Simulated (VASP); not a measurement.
# ZnO (Pm-3m) in VASP: further runs

ZnO is run at these levels: PBE; tasks: single point.

Program: VASP 6.6.1. These are calculated values, not measurements. Logs are shortened: lines on timing, memory, paths and dates and some standing lists are left out, and cuts for length are marked.

### 1 The cell of the first run

It takes space group Pm-3m (No. 221, cubic). The conventional cell has a = 2.633 Å, b = 2.633 Å, c = 2.633 Å, α = 90.00°, β = 90.00°, γ = 90.00°. Within 3.0 Å of Zn (site symmetry m-3m) lie 8 O at 2.28 Å and 6 Zn at 2.63 Å. Within 3.0 Å of O (site symmetry m-3m) lie 8 Zn at 2.28 Å and 6 O at 2.63 Å.

### 2 Single point, PBE (volume changed by -6%)

INCAR

```
SYSTEM = ZnO
ALGO = Normal
EDIFF = 1E-6
ENCUT = 520
GGA = PE
ISIF = 2
ISMEAR = -1
LASPH = .TRUE.
LCHARG = .FALSE.
LREAL = .FALSE.
LWAVE = .FALSE.
NBANDS = 16
NELM = 60
PREC = Accurate
SIGMA = 0.02
```

KPOINTS

```
k-points
0
G
  8 8 8
  0 0 0
```

POSCAR

```
ZnO
1.0
    2.6330711518      0.0000000000      0.0000000000
    0.0000000000      2.6330711518      0.0000000000
    0.0000000000      0.0000000000      2.6330711518
Zn O
1 1
Direct
    0.0000000000      0.0000000000      0.0000000000
    0.5000000000      0.5000000000      0.5000000000
```

Potentials or basis: VASP PAW PBE potentials, release 64 (Zn, O).

On the command line:

```sh
$ cat potpaw_PBE.64/Zn/POTCAR potpaw_PBE.64/O/POTCAR > POTCAR
$ mpirun -np 1 vasp_std > vasp.out
```

OUTCAR:

```text
SYSTEM = ZnO
   EDIFF = 1E-6
   ENCUT = 520
   GGA = PE
   ISIF = 2
   ISMEAR = -1
   LASPH = .TRUE.
   LREAL = .FALSE.
   NELM = 60
   PREC = Accurate

 ion  position               nearest neighbor table
   1  0.000  0.000  0.000-   2 2.28   2 2.28   2 2.28   2 2.28   2 2.28   2 2.28   2 2.28   2 2.28

   2  0.500  0.500  0.500-   1 2.28   1 2.28   1 2.28   1 2.28   1 2.28   1 2.28   1 2.28   1 2.28

  LATTYP: Found a simple cubic cell.
 ALAT       =     2.6330711518

  Lattice vectors:

 A1 = (   2.6330711518,   0.0000000000,   0.0000000000)
 A2 = (   0.0000000000,   2.6330711518,   0.0000000000)
 A3 = (   0.0000000000,   0.0000000000,   2.6330711518)

Analysis of symmetry for initial positions (statically):
=====================================================================
 Subroutine PRICEL returns:
 Original cell was already a primitive cell.

 Routine SETGRP: Setting up the symmetry group for a
 simple cubic supercell.

 Subroutine GETGRP returns: Found 48 space group operations
 (whereof 48 operations were pure point group operations)
 out of a pool of 48 trial point group operations.

The static configuration has the point symmetry O_h .

Analysis of symmetry for dynamics (positions and initial velocities):
=====================================================================
 Subroutine PRICEL returns:
 Original cell was already a primitive cell.

 Routine SETGRP: Setting up the symmetry group for a
 simple cubic supercell.

 Subroutine GETGRP returns: Found 48 space group operations
 (whereof 48 operations were pure point group operations)
 out of a pool of 48 trial point group operations.

The dynamic configuration has the point symmetry O_h .

 Subroutine INISYM returns: Found 48 space group operations
 (whereof 48 operations are pure point group operations),
 and found     1 'primitive' translations

----------------------------------------------------------------------------------------

                                     Primitive cell

  volume of cell :      18.2552

  direct lattice vectors                    reciprocal lattice vectors
     2.633071152  0.000000000  0.000000000     0.379784648  0.000000000  0.000000000
     0.000000000  2.633071152  0.000000000     0.000000000  0.379784648  0.000000000
     0.000000000  0.000000000  2.633071152     0.000000000  0.000000000  0.379784648

  length of vectors
     2.633071152  2.633071152  2.633071152     0.379784648  0.379784648  0.379784648

  position of ions in fractional coordinates (direct lattice)
     0.000000000  0.000000000  0.000000000
     0.500000000  0.500000000  0.500000000

  ion indices of the primitive-cell ions
   primitive index   ion index
                 1           1
                 2           2

----------------------------------------------------------------------------------------

 KPOINTS: k-points

Automatic generation of k-mesh.
 Grid dimensions read from file:
 generate k-points for:    8    8    8

 Generating k-lattice:

  Cartesian coordinates                     Fractional coordinates (reciprocal lattice)
     0.047473081  0.000000000  0.000000000     0.125000000  0.000000000  0.000000000
     0.000000000  0.047473081  0.000000000     0.000000000  0.125000000  0.000000000
     0.000000000  0.000000000  0.047473081     0.000000000  0.000000000  0.125000000

  Length of vectors
     0.047473081  0.047473081  0.047473081

  Shift w.r.t. Gamma in fractional coordinates (k-lattice)
     0.000000000  0.000000000  0.000000000

 Subroutine IBZKPT returns following result:
 ===========================================

 Found     35 irreducible k-points:

 Following reciprocal coordinates:
            Coordinates               Weight
  0.000000  0.000000  0.000000      1.000000
  0.125000  0.000000  0.000000      6.000000
  0.250000  0.000000  0.000000      6.000000
  0.375000  0.000000  0.000000      6.000000
  0.500000  0.000000  0.000000      3.000000
  0.125000  0.125000  0.000000     12.000000
[... 16 lines left out ...]
  0.375000  0.375000  0.125000     24.000000
  0.500000  0.375000  0.125000     24.000000
 [... further k-points ...]
   k-points           NKPTS =     35   k-points in BZ     NKDIM =     35   number of bands    NBANDS=     16
   number of dos      NEDOS =    301   number of ions     NIONS =      2
   total plane-waves  NPLWV =   8000
   dimension x,y,z NGX =    20 NGY =   20 NGZ =   20
   dimension x,y,z NGXF=    40 NGYF=   40 NGZF=   40
   ions per type =               1   1
   NGX,Y,Z   is equivalent  to a cutoff of  12.63, 12.63, 12.63 a.u.
   NGXF,Y,Z  is equivalent  to a cutoff of  25.26, 25.26, 25.26 a.u.
 SYSTEM =  ZnO
   PREC   = accura    normal or accurate (medium, high low for compatibility)
   ISTART =      0    job   : 0-new  1-cont  2-samecut
   ICHARG =      2    charge: 1-file 2-atom 10-const
   ISPIN  =      1    spin polarized calculation?
   LNONCOLLINEAR =      F non collinear calculations
   LSORBIT =      F    spin-orbit coupling
   LASPH  =      T    aspherical Exc in radial PAW
   ENCUT  =  520.0 eV  38.22 Ry    6.18 a.u.   4.90  4.90  4.90*2*pi/ulx,y,z
   NELM   =     60;   NELMIN=  2; NELMDL= -5     # of ELM steps
   EDIFF  = 0.1E-05   stopping-criterion for ELM
   LREAL  =      F    real-space projection
   EDIFFG = 0.1E-04   stopping-criterion for IOM
   NSW    =      0    number of steps for IOM
   IBRION =     -1    ionic relax: 0-MD 1-quasi-New 2-CG
   NFREE  =      0    steps in history (QN), initial steepest desc. (CG)
   ISIF   =      2    stress and relaxation
   ISYM   =      2    0-nonsym 1-usesym 2-fastsym
   POTIM  = 0.5000    time-step for ionic-motion
   TEBEG  =    0.0;   TEEND  =   0.0 temperature during run
   PSTRESS=    0.0 pullay stress
   NELECT =      18.0000    total number of electrons
   NUPDOWN=      -1.0000    fix difference up-down
   EMIN   =  10.00;   EMAX   =-10.00  energy-range for DOS
   EFERMI =   0.00;   METHOD = LEGACY
   ISMEAR =    -1;   SIGMA  =   0.02  broadening in eV -4-tet -1-fermi 0-gaus
   EFERMI_NEDOS =   21; number of points for ismear=-14 and -15
   IALGO  =     38    algorithm
   IMIX   =      4    mixing-type and parameters
     AMIX     =   0.40;   BMIX     =  1.00
     AMIX_MAG =   1.60;   BMIX_MAG =  1.00
  volume/ion in A,a.u.               =       9.13        61.60
  Fermi-wavevector in a.u.,A,eV,Ry     =   1.629433  3.079181 36.124157  2.655051
  Thomas-Fermi vector in A             =   2.721900
   LORBIT       =      0    0 simple, 1 ext, 2 COOP (PROOUT), +10 PAW based schemes
   GGA     = PE    functional components
[... 5 lines left out ...]
 non-spin polarized calculation
  energy-cutoff  :      520.00
  volume of cell :       18.26
 maximum number of plane-waves:       502
 NGX is ok and might be reduce to    20
   NGX =  9   NGY =  9   NGZ =  9

 number of electron      18.0000011 magnetization

 Free energy of the ion-electron system (eV)
  ---------------------------------------------------
  ext. energy  EPLUGINS =         0.00000000
  ---------------------------------------------------
  free energy    TOTEN  =        -7.44573021 eV

  energy without entropy =       -7.44544104  energy(sigma->0) =       -7.44558563

 E-fermi :   3.7739     XC(G=0): -12.8594

 val. band max:        3.7316054313   @ k =   0.5000   0.0000   0.0000
 cond. band min:       4.7274774199   @ k =   0.1250   0.0000   0.0000
 fundamental gap:      0.9958719886
 Fermi energy:         3.7739121165

 k-point     1 :       0.0000    0.0000    0.0000
  band No.  band energies     occupation
      1     -15.2544      2.00000
      2      -2.8623      2.00000
      3      -2.8623      2.00000
      4      -1.6260      2.00000
      5      -1.6260      2.00000
      6      -1.6260      2.00000
[... 8 lines left out ...]
     15      21.9376      0.00000
     16      36.7101      0.00000

 k-point     2 :       0.1250    0.0000    0.0000
  band No.  band energies     occupation
      1     -15.0835      2.00000
      2      -2.8544      2.00000
      3      -2.8392      2.00000
      4      -1.7468      2.00000
      5      -1.7468      2.00000
      6      -1.6202      2.00000
[... 8 lines left out ...]
     15      23.3215      0.00000
     16      32.5969      0.00000

 k-point     3 :       0.2500    0.0000    0.0000
  band No.  band energies     occupation
      1     -14.6294      2.00000
      2      -3.2144      2.00000
      3      -2.7833      2.00000
      4      -2.0055      2.00000
      5      -2.0055      2.00000
      6      -1.6063      2.00000
[... 8 lines left out ...]
     15      26.3591      0.00000
     16      28.6534      0.00000

 k-point     4 :       0.3750    0.0000    0.0000
  band No.  band energies     occupation
      1     -14.0966      2.00000
      2      -4.2270      2.00000
      3      -2.7270      2.00000
      4      -2.2307      2.00000
      5      -2.2307      2.00000
      6      -1.5923      2.00000
[... 8 lines left out ...]
     15      25.5346      0.00000
     16      30.1191      0.00000
[... 324 lines left out ...]
 k-point    22 :       0.5000    0.2500    0.1250
  band No.  band energies     occupation
      1     -13.3603      2.00000
      2      -3.5935      2.00000
      3      -2.6410      2.00000
      4      -2.3559      2.00000
      5      -1.8978      2.00000
      6      -1.8103      2.00000
[... 8 lines left out ...]
     15      26.3277      0.00000
     16      30.9801      0.00000

 k-point    23 :       0.3750    0.3750    0.1250
  band No.  band energies     occupation
      1     -13.2137      2.00000
      2      -3.0100      2.00000
      3      -2.5488      2.00000
      4      -2.3109      2.00000
      5      -1.8392      2.00000
      6      -1.7186      2.00000
[... 8 lines left out ...]
     15      26.5888      0.00000
     16      28.8858      0.00000

 k-point    24 :       0.5000    0.3750    0.1250
  band No.  band energies     occupation
      1     -13.0614      2.00000
      2      -2.9109      2.00000
      3      -2.6647      2.00000
      4      -2.2856      2.00000
      5      -1.8956      2.00000
      6      -1.6282      2.00000
[... 8 lines left out ...]
     15      26.3893      0.00000
     16      28.0022      0.00000

 [... further k-points ...]

------------------------ aborting loop because EDIFF is reached ----------------------------------------

  FORCE on cell =-STRESS in cart. coord.  units (eV):
  Direction    XX          YY          ZZ          XY          YZ          ZX
  --------------------------------------------------------------------------------------
  -------------------------------------------------------------------------------------
  Total        1.4079998      1.4079998      1.4079998     -0.0000000     -0.0000000      0.0000000
  in kB      123.5735111    123.5735111    123.5735111     -0.0000000     -0.0000000      0.0000000
  external PRESSURE =     123.5735111 kB  Pullay stress =       0.0000000 kB

 VOLUME and BASIS-vectors are now :
 -----------------------------------------------------------------------------
  energy-cutoff  :      520.00
  volume of cell :       18.26
      direct lattice vectors                 reciprocal lattice vectors
     2.633071152  0.000000000  0.000000000     0.379784648  0.000000000  0.000000000
     0.000000000  2.633071152  0.000000000     0.000000000  0.379784648  0.000000000
     0.000000000  0.000000000  2.633071152     0.000000000  0.000000000  0.379784648

 POSITION                                       TOTAL-FORCE (eV/Angst)
 -----------------------------------------------------------------------------------
      0.00000      0.00000      0.00000         0.000000      0.000000      0.000000
      1.31654      1.31654      1.31654         0.000000      0.000000      0.000000
 -----------------------------------------------------------------------------------
    total drift:                                0.000000      0.000000      0.000000

  FREE ENERGIE OF THE ION-ELECTRON SYSTEM (eV)
  ---------------------------------------------------
  free  energy   TOTEN  =        -7.4457302143 eV

  energy  without entropy=       -7.4454410411  energy(sigma->0) =       -7.44558563
```

Run time: 5 s. Hardware: 1 thread of Intel Xeon 6975P-C, shared host; peak memory 0.13 GiB.

What came out:

| Quantity | Value |
| --- | --- |
| Free energy | -7.4457 eV |
| Pressure | 12.4 GPa |
| Band gap on the k mesh | zero (band 9 reaches 3.73 eV, above the bottom of band 10 at 3.21 eV) |

Levels at points of the mesh, in eV from the Fermi level:
```csv
k point,band 7,band 8,band 9,band 10,band 11,band 12
"(0.00, 0.00, 0.00)",-1.38,-1.38,-1.38,-0.56,14.39,14.39
"(0.50, 0.00, 0.00)",-4.56,-0.04,-0.04,5.33,6.94,16.13
"(0.50, 0.50, 0.00)",-5.29,-5.12,-0.25,2.78,10.50,10.50
"(0.50, 0.50, 0.50)",-1.45,-1.45,-1.45,5.51,5.51,5.51
```

Caveat: the cell differs from its parent crystal (volume changed by -6%).

### 3 Single point, PBE

This run uses another cell than the first one, of 9.71 Å³/atom, 1.064 times its volume.

INCAR

```
SYSTEM = ZnO
ALGO = Normal
EDIFF = 1E-7
ENCUT = 520
GGA = PE
ISIF = 2
ISMEAR = -1
LASPH = .TRUE.
LCHARG = .TRUE.
LELF = .TRUE.
LREAL = .FALSE.
LVHAR = .TRUE.
LWAVE = .FALSE.
NBANDS = 16
NELM = 60
PREC = Accurate
SIGMA = 0.02
```

KPOINTS is that of step 2.

POSCAR

```
ZnO
1.0
    2.6879425181      0.0000000000      0.0000000000
    0.0000000000      2.6879425181      0.0000000000
    0.0000000000      0.0000000000      2.6879425181
Zn O
1 1
Direct
    0.0000000000      0.0000000000      0.0000000000
    0.5000000000      0.5000000000      0.5000000000
```

Potentials or basis: VASP PAW PBE potentials, release 64 (Zn, O).

On the command line:

```sh
$ cat potpaw_PBE.64/Zn/POTCAR potpaw_PBE.64/O/POTCAR > POTCAR
$ mpirun -np 1 vasp_std > vasp.out
```

Run time: 5.1 s. Hardware: 1 thread of Intel Xeon 6975P-C, shared host; peak memory 0.13 GiB.

The run converged. Its results:

- Free energy: -7.4924 eV
- Pressure: 0.7 GPa
- Band gap on the k mesh: zero (band 9 reaches 3.13 eV, above the bottom of band 10 at 2.27 eV)

Levels at points of the mesh, in eV from the Fermi level:
| k point | band 7 | band 8 | band 9 | band 10 | band 11 | band 12 |
| --- | --- | --- | --- | --- | --- | --- |
| (0.00, 0.00, 0.00) | -1.23 | -1.23 | -1.23 | -0.90 | 14.09 | 14.09 |
| (0.50, 0.00, 0.00) | -4.55 | -0.05 | -0.05 | 5.01 | 6.42 | 15.57 |
| (0.50, 0.50, 0.00) | -4.87 | -4.87 | -0.19 | 2.56 | 10.00 | 10.00 |
| (0.50, 0.50, 0.50) | -1.44 | -1.44 | -1.44 | 5.46 | 5.46 | 5.46 |
